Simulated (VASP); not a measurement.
Runs of VASP 6.6.1 on SiNi2. The structure is that of space group P6_3/mmc (No. 194), or close to it. The cells are those of the table. 

| task | cell | cutoff (eV) | gap on the mesh (eV) | pressure (GPa) |
| --- | --- | --- | --- | --- |
| single point | a = 3.636, b = 3.636, c = 4.622 Å, angles 90.0, 90.0, 120.0°, 6 atoms | 520 | none | 65.2 |
| single point | a = 4.023, b = 4.023, c = 5.114 Å, angles 90.0, 90.0, 120.0°, 6 atoms | 520 | none | -20.1 |
| single point | a = 4.101, b = 4.101, c = 5.212 Å, angles 90.0, 90.0, 120.0°, 6 atoms | 520 | none | (a) |
| single point | a = 3.946, b = 3.946, c = 5.015 Å, angles 90.0, 90.0, 120.0°, 6 atoms | 520 | none | -11.5 |
| relaxation of shape and atoms at fixed volume | relaxed from a = 3.757, b = 3.757, c = 4.743 Å, angles 90.0, 90.0, 120.0°, 6 atoms | 600 | none | 26.7 |

Alike in all rows: level PBEsol; potentials or basis VASP PAW PBE potentials, release 64 (Si, Ni); no spin polarisation; k mesh 12 × 12 × 8; smearing gaussian 0.1 eV.

Question: Estimate the missing entries.

Answer: (a) -26.3.

Caveats: the PAW data sets were made with another functional, which shifts forces and pressure a little.

A gap of «none» marks levels without a gap at the run's occupations.
